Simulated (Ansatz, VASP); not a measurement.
AlBAs2 in VASP and in Ansatz

```xyz
4
Lattice="1.5660 0.9041 7.8108 -1.5660 0.9041 7.8108 0.0000 -1.8083 7.8108" Properties=species:S:1:pos:R:3 pbc="T T T"
Al    0.0000    0.0000    0.0000
B     0.0000    0.0000   11.7162
As    0.0000    0.0000   20.8069
As    0.0000    0.0000    2.6255
```

Change from the starting cell: species swapped into the CuRhO2 type (R-3m, No. 166).

Alike in both runs: functional PBE; k mesh 18 × 18 × 18; occupations gaussian, width 0.1 eV; no spin polarisation.

Ansatz relaxed the structure, and its values are those at the end. VASP's run is a single point on that final structure, the one shown.

|  | VASP | Ansatz |
| --- | --- | --- |
| version | VASP 6.6.1 | Ansatz 0.2.0 |
| potentials or method | VASP PAW PBE potentials, release 64 (Al, B, As), cutoff 520 eV | scalar-relativistic, plane waves, PAW |
| valence electrons in the cell | 16 | 36 |

```csv
,VASP,Ansatz,Ansatz less VASP
gap on the k mesh at the Fermi level (eV),none,none,-
pressure (GPa),0.2,0.0,-0.25
rms of the force components (eV/Å),0.011,0.001,-0.0099
```

A gap of «none» marks a metal or a gap that the smearing closes. VASP's potentials hold 16 valence electrons a cell and Ansatz's 36, so a difference there can come from the potentials and not from the codes.
